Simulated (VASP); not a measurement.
Input of a VASP 6.6.1 run:

The input POSCAR:

```
PbS
1.0
    2.1612500000      1.2477982693      3.5889000000
   -2.1612500000      1.2477982693      3.5889000000
    0.0000000000     -2.4955965386      3.5889000000
Pb S
1 1
Direct
    0.9781509158      0.9781509158      0.9781509158
    0.4774504142      0.4774504142      0.4774504142
```

The input INCAR.step1:

```
PREC     = Accurate       # precision mode
ENCUT    = 520            # plane-wave cutoff, eV
ISMEAR   = 0              # smearing method
SIGMA    = 0.05           # smearing width, eV
LREAL    = False          # projectors in reciprocal space
LASPH    = True           # aspherical terms in the spheres
NELM     = 60             # most SCF steps
NBANDS   = 17             # bands
GGA      = PE             # functional
ALGO     = Normal         # electronic algorithm
EDIFF    = 1E-4           # SCF threshold, eV
LWAVE    = True           # write WAVECAR
LCHARG   = False          # write CHGCAR
```

Contents of INCAR.step2:

```
PREC     = Accurate       # precision mode
ENCUT    = 520            # plane-wave cutoff, eV
EDIFF    = 1E-7           # SCF threshold, eV
ISMEAR   = 0              # smearing method
SIGMA    = 0.05           # smearing width, eV
LREAL    = False          # projectors in reciprocal space
LASPH    = True           # aspherical terms in the spheres
NELM     = 60             # most SCF steps
ALGO     = Normal         # electronic algorithm
ISIF     = 2              # what is computed and relaxed
LWAVE    = False          # write WAVECAR
LCHARG   = False          # write CHGCAR
METAGGA  = R2SCAN         # meta-GGA
LMIXTAU  = True         
NBANDS   = 17             # bands
ISTART   = 1
```

File KPOINTS:

```
Automatic mesh
0
Gamma
  9 9 9
```

Potentials or basis: VASP PAW PBE potentials, release 64 (Pb_d, S).

Run with:

```bash
$ cat potpaw_PBE.64/Pb_d/POTCAR potpaw_PBE.64/S/POTCAR > POTCAR
$ cp INCAR.step1 INCAR
$ mpirun -np 1 vasp_std > vasp.out
$ cp INCAR.step2 INCAR
$ mpirun -np 1 vasp_std > vasp.out
```

Task: Estimate the pressure.

Result: -4.2 GPa.

Task: What does it give for the largest force?

Result: 0.005 eV/Å.

Forces on the atoms (eV/Å):
```
Pb   0.000  0.000  0.005
S    0.000  0.000 -0.005
```

Caveat: the cell stands under tension; the PAW data sets were made with another functional, which shifts forces and pressure a little.
